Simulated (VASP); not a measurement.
# TiAl in VASP: further runs, part 2 of 3

VASP 6.6.1. The steps go on from the part before.

**4. Single point, PBE (strained)**

INCAR

```
PREC = Accurate
ENCUT = 520
EDIFF = 1E-6
ISMEAR = 0
SIGMA = 0.1
LREAL = False
LASPH = True
NELM = 100
ALGO = Normal
ISIF = 2
LWAVE = False
LCHARG = False
GGA = PE
NBANDS = 14
```

KPOINTS

```
Automatic mesh
0
Gamma
  14 14 14
```

POSCAR

```
TiAl
1.0
    3.3363005054      0.0000000000      0.0000000000
    0.0000000000      3.3363005054      0.0000000000
    0.0000000000      0.0000000000      3.3363005054
Ti Al
1 1
Direct
    0.0000000000      0.0000000000      0.0000000000
    0.5000000000      0.5000000000      0.5000000000
```

Potentials or basis: VASP PAW PBE potentials, release 64 (Ti_sv, Al).

The run is started by

```
> cat potpaw_PBE.64/Ti_sv/POTCAR potpaw_PBE.64/Al/POTCAR > POTCAR
> mpirun -np 1 vasp_std > vasp.out
```

OUTCAR:

```text
PREC = Accurate
   ENCUT = 520
   EDIFF = 1E-6
   ISMEAR = 0
   LREAL = False
   LASPH = True
   NELM = 100
   ISIF = 2
   GGA = PE

 ion  position               nearest neighbor table
   1  0.000  0.000  0.000-   2 2.89   2 2.89   2 2.89   2 2.89   2 2.89   2 2.89   2 2.89   2 2.89

   2  0.500  0.500  0.500-   1 2.89   1 2.89   1 2.89   1 2.89   1 2.89   1 2.89   1 2.89   1 2.89

  LATTYP: Found a simple cubic cell.
 ALAT       =     3.3363005054

  Lattice vectors:

 A1 = (   3.3363005054,   0.0000000000,   0.0000000000)
 A2 = (   0.0000000000,   3.3363005054,   0.0000000000)
 A3 = (   0.0000000000,   0.0000000000,   3.3363005054)

Analysis of symmetry for initial positions (statically):
=====================================================================
 Subroutine PRICEL returns:
 Original cell was already a primitive cell.

 Routine SETGRP: Setting up the symmetry group for a
 simple cubic supercell.

 Subroutine GETGRP returns: Found 48 space group operations
 (whereof 48 operations were pure point group operations)
 out of a pool of 48 trial point group operations.

The static configuration has the point symmetry O_h .

Analysis of symmetry for dynamics (positions and initial velocities):
=====================================================================
 Subroutine PRICEL returns:
 Original cell was already a primitive cell.

 Routine SETGRP: Setting up the symmetry group for a
 simple cubic supercell.

 Subroutine GETGRP returns: Found 48 space group operations
 (whereof 48 operations were pure point group operations)
 out of a pool of 48 trial point group operations.

The dynamic configuration has the point symmetry O_h .

 Subroutine INISYM returns: Found 48 space group operations
 (whereof 48 operations are pure point group operations),
 and found     1 'primitive' translations

----------------------------------------------------------------------------------------

                                     Primitive cell

  volume of cell :      37.1360

  direct lattice vectors                    reciprocal lattice vectors
     3.336300505  0.000000000  0.000000000     0.299733192  0.000000000  0.000000000
     0.000000000  3.336300505  0.000000000     0.000000000  0.299733192  0.000000000
     0.000000000  0.000000000  3.336300505     0.000000000  0.000000000  0.299733192

  length of vectors
     3.336300505  3.336300505  3.336300505     0.299733192  0.299733192  0.299733192

  position of ions in fractional coordinates (direct lattice)
     0.000000000  0.000000000  0.000000000
     0.500000000  0.500000000  0.500000000

  ion indices of the primitive-cell ions
   primitive index   ion index
                 1           1
                 2           2

----------------------------------------------------------------------------------------

 KPOINTS: Automatic mesh

Automatic generation of k-mesh.
 Grid dimensions read from file:
 generate k-points for:   14   14   14

 Generating k-lattice:

  Cartesian coordinates                     Fractional coordinates (reciprocal lattice)
     0.021409514  0.000000000  0.000000000     0.071428571  0.000000000  0.000000000
     0.000000000  0.021409514  0.000000000     0.000000000  0.071428571  0.000000000
     0.000000000  0.000000000  0.021409514     0.000000000  0.000000000  0.071428571

  Length of vectors
     0.021409514  0.021409514  0.021409514

  Shift w.r.t. Gamma in fractional coordinates (k-lattice)
     0.000000000  0.000000000  0.000000000

 Subroutine IBZKPT returns following result:
 ===========================================

 Found    120 irreducible k-points:

 Following reciprocal coordinates:
            Coordinates               Weight
  0.000000  0.000000  0.000000      1.000000
  0.071429  0.000000  0.000000      6.000000
  0.142857  0.000000  0.000000      6.000000
  0.214286  0.000000  0.000000      6.000000
  0.285714  0.000000  0.000000      6.000000
  0.357143  0.000000  0.000000      6.000000
[... 16 lines left out ...]
  0.285714  0.214286  0.000000     24.000000
  0.357143  0.214286  0.000000     24.000000
 [... further k-points ...]
   k-points           NKPTS =    120   k-points in BZ     NKDIM =    120   number of bands    NBANDS=     14
   number of dos      NEDOS =    301   number of ions     NIONS =      2
   total plane-waves  NPLWV =  21952
   dimension x,y,z NGX =    28 NGY =   28 NGZ =   28
   dimension x,y,z NGXF=    56 NGYF=   56 NGZF=   56
   ions per type =               1   1
   NGX,Y,Z   is equivalent  to a cutoff of  13.95, 13.95, 13.95 a.u.
   NGXF,Y,Z  is equivalent  to a cutoff of  27.90, 27.90, 27.90 a.u.
 SYSTEM =  unknown system
   PREC   = accura    normal or accurate (medium, high low for compatibility)
   ISTART =      0    job   : 0-new  1-cont  2-samecut
   ICHARG =      2    charge: 1-file 2-atom 10-const
   ISPIN  =      1    spin polarized calculation?
   LNONCOLLINEAR =      F non collinear calculations
   LSORBIT =      F    spin-orbit coupling
   LASPH  =      T    aspherical Exc in radial PAW
   ENCUT  =  520.0 eV  38.22 Ry    6.18 a.u.   6.20  6.20  6.20*2*pi/ulx,y,z
   NELM   =    100;   NELMIN=  2; NELMDL= -5     # of ELM steps
   EDIFF  = 0.1E-05   stopping-criterion for ELM
   LREAL  =      F    real-space projection
   EDIFFG = 0.1E-04   stopping-criterion for IOM
   NSW    =      0    number of steps for IOM
   IBRION =     -1    ionic relax: 0-MD 1-quasi-New 2-CG
   NFREE  =      0    steps in history (QN), initial steepest desc. (CG)
   ISIF   =      2    stress and relaxation
   ISYM   =      2    0-nonsym 1-usesym 2-fastsym
   POTIM  = 0.5000    time-step for ionic-motion
   TEBEG  =    0.0;   TEEND  =   0.0 temperature during run
   PSTRESS=    0.0 pullay stress
   NELECT =      15.0000    total number of electrons
   NUPDOWN=      -1.0000    fix difference up-down
   EMIN   =  10.00;   EMAX   =-10.00  energy-range for DOS
   EFERMI =   0.00;   METHOD = LEGACY
   ISMEAR =     0;   SIGMA  =   0.10  broadening in eV -4-tet -1-fermi 0-gaus
   EFERMI_NEDOS =   21; number of points for ismear=-14 and -15
   IALGO  =     38    algorithm
   IMIX   =      4    mixing-type and parameters
     AMIX     =   0.40;   BMIX     =  1.00
     AMIX_MAG =   1.60;   BMIX_MAG =  1.00
  volume/ion in A,a.u.               =      18.57       125.30
  Fermi-wavevector in a.u.,A,eV,Ry     =   1.210152  2.286857 19.925310  1.464469
  Thomas-Fermi vector in A             =   2.345708
   LORBIT       =      0    0 simple, 1 ext, 2 COOP (PROOUT), +10 PAW based schemes
   GGA     = PE    functional components
   LHFCALC =     F    Hartree Fock is set to
   AEXX    =    0.0000 exact exchange contribution
   IVDW    =     0    specifies the selected vdW correction
   LEPSILON=     F    determine dielectric tensor
   LRPA    =     F    only Hartree local field effects (RPA)
 non-spin polarized calculation
 Gauss-broadening in eV      SIGMA  =   0.10
  energy-cutoff  :      520.00
  volume of cell :       37.14
 maximum number of plane-waves:      1021
 NGX is ok and might be reduce to    28
   NGX = 13   NGY = 13   NGZ = 13

 number of electron      15.0000001 magnetization

 Free energy of the ion-electron system (eV)
  ---------------------------------------------------
  ext. energy  EPLUGINS =         0.00000000
  ---------------------------------------------------
  free energy    TOTEN  =       -11.92172605 eV

  energy without entropy =      -11.90731674  energy(sigma->0) =      -11.91452140

 E-fermi :   7.3218     XC(G=0): -10.4808

 val. band max:        7.3137015469   @ k =   0.4286   0.0714   0.0714
 cond. band min:       7.3252655275   @ k =   0.3571   0.2857   0.1429
 fundamental gap:      0.0115639806
 Fermi energy:         7.3218041887

 k-point     1 :       0.0000    0.0000    0.0000
  band No.  band energies     occupation
      1     -49.8678      2.00000
      2     -26.0751      2.00000
      3     -26.0751      2.00000
      4     -26.0751      2.00000
      5      -1.3079      2.00000
      6       6.1814      2.00000
      7       6.1814      2.00000
      8       8.8079      0.00000
      9       8.8079      0.00000
     10       8.8079      0.00000
     11      11.1050      0.00000
     12      11.1050      0.00000
     13      11.1050      0.00000
     14      15.3449      0.00000
[... 375 lines left out ...]
 k-point    24 :       0.3571    0.2143    0.0000
  band No.  band energies     occupation
      1     -49.8589      2.00000
      2     -26.1500      2.00000
      3     -26.1050      2.00000
      4     -26.0649      2.00000
      5       0.9273      2.00000
      6       4.3905      2.00000
      7       6.3055      2.00000
      8       7.2840      1.40714
      9       7.7732      0.00000
     10       8.4644      0.00000
     11       9.6887      0.00000
     12      11.4816      0.00000
     13      14.1737      0.00000
     14      14.3858      0.00000

 [... further k-points ...]
[... 5 lines left out ...]
  --------------------------------------------------------------------------------------
  -------------------------------------------------------------------------------------
  Total       -2.6910022     -2.6910022     -2.6910022      0.0000000     -0.0000000      0.0000000
  in kB     -116.0991804   -116.0991804   -116.0991804      0.0000000     -0.0000000      0.0000000
  external PRESSURE =    -116.0991804 kB  Pullay stress =       0.0000000 kB

 VOLUME and BASIS-vectors are now :
 -----------------------------------------------------------------------------
  energy-cutoff  :      520.00
  volume of cell :       37.14
      direct lattice vectors                 reciprocal lattice vectors
     3.336300505  0.000000000  0.000000000     0.299733192  0.000000000  0.000000000
     0.000000000  3.336300505  0.000000000     0.000000000  0.299733192  0.000000000
     0.000000000  0.000000000  3.336300505     0.000000000  0.000000000  0.299733192

 POSITION                                       TOTAL-FORCE (eV/Angst)
 -----------------------------------------------------------------------------------
      0.00000      0.00000      0.00000         0.000000      0.000000      0.000000
      1.66815      1.66815      1.66815         0.000000      0.000000      0.000000
 -----------------------------------------------------------------------------------
    total drift:                               -0.000000     -0.000000     -0.000000

  FREE ENERGIE OF THE ION-ELECTRON SYSTEM (eV)
  ---------------------------------------------------
  free  energy   TOTEN  =       -11.9217260540 eV

  energy  without entropy=      -11.9073167404  energy(sigma->0) =      -11.91452140
```

OSZICAR:

```text
N       E                     dE             d eps       ncg     rms          rms(c)
DAV:   1     0.993828532408E+02    0.99383E+02   -0.70068E+03  3366   0.105E+03
DAV:   2    -0.785244437159E+01   -0.10724E+03   -0.10342E+03  3462   0.293E+02
DAV:   3    -0.136315905591E+02   -0.57791E+01   -0.56215E+01  5180   0.653E+01
DAV:   4    -0.138163172643E+02   -0.18473E+00   -0.18403E+00  3922   0.103E+01
DAV:   5    -0.138232131539E+02   -0.68959E-02   -0.68946E-02  4942   0.187E+00    0.896E+00
DAV:   6    -0.121629730492E+02    0.16602E+01   -0.67692E+00  3850   0.328E+01    0.380E+00
DAV:   7    -0.119404833075E+02    0.22249E+00   -0.96218E-01  3720   0.127E+01    0.151E+00
DAV:   8    -0.119316621360E+02    0.88212E-02   -0.98935E-02  4098   0.355E+00    0.804E-01
DAV:   9    -0.119215774503E+02    0.10085E-01   -0.20923E-02  3984   0.204E+00    0.164E-01
DAV:  10    -0.119217100752E+02   -0.13262E-03   -0.61953E-04  4050   0.212E-01    0.783E-02
DAV:  11    -0.119217280085E+02   -0.17933E-04   -0.54907E-05  4464   0.677E-02    0.127E-02
DAV:  12    -0.119217262632E+02    0.17454E-05   -0.52437E-06  3918   0.225E-02    0.523E-03
DAV:  13    -0.119217260540E+02    0.20914E-06   -0.34912E-07  2096   0.777E-03
   1 F= -.11921726E+02 E0= -.11914521E+02  d E =-.144093E-01
```

stdout:

```text
POSCAR found type information on POSCAR TiAl
 POSCAR found :  2 types and       2 ions
 scaLAPACK will be used
 LDA part: xc-table for (Slater+PW92), standard interpolation
 POSCAR, INCAR and KPOINTS ok, starting setup
 FFT: planning ... GRIDC
 FFT: planning ... GRID_SOFT
 FFT: planning ... GRID
 WAVECAR not read
 entering main loop
```

It took 22 s on 1 thread of Intel Xeon 6975P-C (Granite Rapids), shared host; peak memory 0.19 GiB.

Results:

- Free energy: -11.9217 eV
- Pressure: -11.6 GPa

Caveat: the cell differs from its parent crystal (strained).

**5. Single point, PBE (strained)**

INCAR

```
PREC = Accurate ; ENCUT = 520
EDIFF = 1E-7 ; ISMEAR = 0
SIGMA = 0.1 ; LREAL = False
LASPH = True ; NELM = 80
ALGO = Fast ; ISIF = 2
LWAVE = False ; LCHARG = True
GGA = PE ; LELF = True
LVHAR = True ; NBANDS = 14
```

KPOINTS

```
Automatic mesh
0
Gamma
  12 12 12
```

POSCAR

```
TiAl
1.0
    3.2331398786      0.0000000000      0.0000000000
    0.0000000000      3.2808258386      0.0000000000
    0.0000000000      0.0000000000      3.2331398786
Ti Al
1 1
Direct
    0.0000000000      0.0000000000      0.0000000000
    0.5000000000      0.5000000000      0.5000000000
```

Potentials or basis: VASP PAW PBE potentials, release 64 (Ti_sv, Al).

The run is started by

```
> cat potpaw_PBE.64/Ti_sv/POTCAR potpaw_PBE.64/Al/POTCAR > POTCAR
> mpirun -np 1 vasp_std > vasp.out
```

OUTCAR:

```text
PREC = Accurate
   ENCUT = 520
   EDIFF = 1E-7
   ISMEAR = 0
   LREAL = False
   LASPH = True
   NELM = 80
   ISIF = 2
   GGA = PE

 ion  position               nearest neighbor table
   1  0.000  0.000  0.000-   2 2.81   2 2.81   2 2.81   2 2.81   2 2.81   2 2.81   2 2.81   2 2.81

   2  0.500  0.500  0.500-   1 2.81   1 2.81   1 2.81   1 2.81   1 2.81   1 2.81   1 2.81   1 2.81

  LATTYP: Found a simple tetragonal cell.
 ALAT       =     3.2331398786
 C/A-ratio  =     1.0147491175

  Lattice vectors:

[... 587 lines left out ...]
      9       8.9081      0.00000
     10       9.5098      0.00000
     11      10.8880      0.00000
     12      12.4186      0.00000
     13      14.5997      0.00000
     14      16.1315      0.00000

 [... further k-points ...]
[... 5 lines left out ...]
  --------------------------------------------------------------------------------------
  -------------------------------------------------------------------------------------
  Total       -1.3028299     -1.1082057     -1.3028299      0.0000000      0.0000000      0.0000000
  in kB      -60.8647922    -51.7724588    -60.8647922      0.0000000      0.0000000      0.0000000
  external PRESSURE =     -57.8340144 kB  Pullay stress =       0.0000000 kB

 VOLUME and BASIS-vectors are now :
 -----------------------------------------------------------------------------
  energy-cutoff  :      520.00
  volume of cell :       34.30
      direct lattice vectors                 reciprocal lattice vectors
     3.233139879  0.000000000  0.000000000     0.309296856  0.000000000  0.000000000
     0.000000000  3.280825839  0.000000000     0.000000000  0.304801306  0.000000000
     0.000000000  0.000000000  3.233139879     0.000000000  0.000000000  0.309296856

 POSITION                                       TOTAL-FORCE (eV/Angst)
 -----------------------------------------------------------------------------------
      0.00000      0.00000      0.00000         0.000000      0.000000      0.000000
      1.61657      1.64041      1.61657         0.000000      0.000000      0.000000
 -----------------------------------------------------------------------------------
    total drift:                                0.000000      0.000000      0.000000

  FREE ENERGIE OF THE ION-ELECTRON SYSTEM (eV)
  ---------------------------------------------------
  free  energy   TOTEN  =       -12.0781101356 eV

  energy  without entropy=      -12.0639678752  energy(sigma->0) =      -12.07103901
```

OSZICAR:

```text
N       E                     dE             d eps       ncg     rms          rms(c)
DAV:   1     0.993075623838E+02    0.99308E+02   -0.71197E+03  5488   0.107E+03
DAV:   2    -0.812846352446E+01   -0.10744E+03   -0.10349E+03  5674   0.296E+02
DAV:   3    -0.136708694217E+02   -0.55424E+01   -0.53674E+01  8492   0.641E+01
[... 25 lines left out ...]
RMM:  29    -0.120781095682E+02   -0.21975E-06   -0.21370E-06  4343   0.391E-03    0.102E-04
RMM:  30    -0.120781098043E+02   -0.23615E-06   -0.25542E-06  4255   0.357E-03    0.131E-04
RMM:  31    -0.120781099334E+02   -0.12906E-06   -0.13325E-06  3942   0.326E-03    0.151E-04
RMM:  32    -0.120781100605E+02   -0.12706E-06   -0.14221E-06  3931   0.300E-03    0.184E-04
RMM:  33    -0.120781101356E+02   -0.75132E-07   -0.83514E-07  3898   0.282E-03
   1 F= -.12078110E+02 E0= -.12071039E+02  d E =-.141423E-01
```

stdout:

```text
POSCAR found type information on POSCAR TiAl
 POSCAR found :  2 types and       2 ions
 scaLAPACK will be used
 LDA part: xc-table for (Slater+PW92), standard interpolation
 POSCAR, INCAR and KPOINTS ok, starting setup
 FFT: planning ... GRIDC
 FFT: planning ... GRID_SOFT
 FFT: planning ... GRID
 WAVECAR not read
 entering main loop
WARNING in EDDRMM: call to ZHEGV failed, returncode =   8  4      4
WARNING in EDDRMM: call to ZHEGV failed, returncode =   6  3      5
WARNING in EDDRMM: call to ZHEGV failed, returncode =   8  4      8
WARNING in EDDRMM: call to ZHEGV failed, returncode =   6  3      7
WARNING in EDDRMM: call to ZHEGV failed, returncode =   6  3     11
 num prob  num prob  num prob RMM:  21    -0.120781025262E+02   -0.21314E-05   -0.22745E-05  7224   0.154E-02    0.419E-04
 num prob RMM:  22    -0.120781047553E+02   -0.22291E-05   -0.22989E-05  6323   0.114E-02    0.332E-04
WARNING in EDDRMM: call to ZHEGV failed, returncode =   6  3     11
WARNING in EDDRMM: call to ZHEGV failed, returncode =   6  3      5
WARNING in EDDRMM: call to ZHEGV failed, returncode =   6  3      6
WARNING in EDDRMM: call to ZHEGV failed, returncode =   6  3      6
WARNING in EDDRMM: call to ZHEGV failed, returncode =   6  3     14
WARNING in EDDRMM: call to ZHEGV failed, returncode =   8  4     14
WARNING in EDDRMM: call to ZHEGV failed, returncode =   8  4      6
WARNING in EDDRMM: call to ZHEGV failed, returncode =   8  4     13
WARNING in EDDRMM: call to ZHEGV failed, returncode =   8  4      8
WARNING in EDDRMM: call to ZHEGV failed, returncode =   6  3      6
WARNING in EDDRMM: call to ZHEGV failed, returncode =   8  4     11
WARNING in EDDRMM: call to ZHEGV failed, returncode =   8  4     13
```

It took 48 s on 1 thread of Intel Xeon 6975P-C (Granite Rapids), shared host; peak memory 0.21 GiB.

Results:

```yaml
Free_energy: -12.0781 eV
Pressure: -5.8 GPa
```

Stress tensor (GPa, compression positive):
```
-6.09  0.00  0.00
 0.00 -5.18  0.00
 0.00  0.00 -6.09
```

Levels at points of the mesh, in eV from the Fermi level:
| k point | band 6 | band 7 | band 8 | band 9 | band 10 | band 11 |
| --- | --- | --- | --- | --- | --- | --- |
| (0.00, 0.00, 0.00) | -1.31 | -1.28 | 1.64 | 1.64 | 1.70 | 3.86 |
| (0.50, 0.00, 0.00) | -4.99 | -0.48 | 0.03 | 0.19 | 1.82 | 2.76 |
| (0.00, 0.50, 0.00) | -5.02 | -0.51 | 0.18 | 0.18 | 1.87 | 2.61 |
| (0.50, 0.50, 0.00) | -2.14 | -2.06 | -1.40 | 0.70 | 0.72 | 2.47 |
| (0.50, 0.00, 0.50) | -2.03 | -2.03 | -1.36 | 0.60 | 0.60 | 2.53 |
| (0.50, 0.50, 0.50) | -2.89 | -2.89 | 0.27 | 2.51 | 2.58 | 2.72 |

Caveat: the cell differs from its parent crystal (strained).

(Part 2 of 3 ends here.)
